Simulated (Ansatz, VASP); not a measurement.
## Two plane-wave programs on BAs

```
B As
1.0
     0.00000    2.36460    2.40451
     2.36460    0.00000    2.40451
     2.36460    2.36460    0.00000
B As
1 1
Direct
  0.00000 0.00000 0.00000
  0.25000 0.25000 0.25000
```

Change from the starting cell: epitaxial_xy strain -1.1%.

Alike in both runs: task single point; functional PBE; k mesh 10 × 10 × 10; occupations fermi-dirac, width 0.02 eV; no spin polarisation.

|  | VASP | Ansatz |
| --- | --- | --- |
| version | VASP 6.6.1 | Ansatz 0.2.0 |
| potentials or method | VASP PAW PBE potentials, release 64 (B, As) | plane waves, PAW |
| plane-wave cutoff (eV) | 520 | 420 |
| valence electrons in the cell | 8 | 18 |

Ansatz gave:

* gap on the k mesh at the Fermi level (eV): 1.04
* pressure (GPa): 4.7
* traceless stress, the component that is largest in VASP (GPa): -2.40

Problem. Which values does VASP return?

Solution. gap on the k mesh at the Fermi level (eV): 1.03; pressure (GPa): 5.4; traceless stress, the component that is largest in VASP (GPa): -2.39.

The functional is the same, so the differences come from potentials, cutoffs and numerics. VASP's potentials hold 8 valence electrons a cell and Ansatz's 18, so a difference there can come from the potentials and not from the codes.
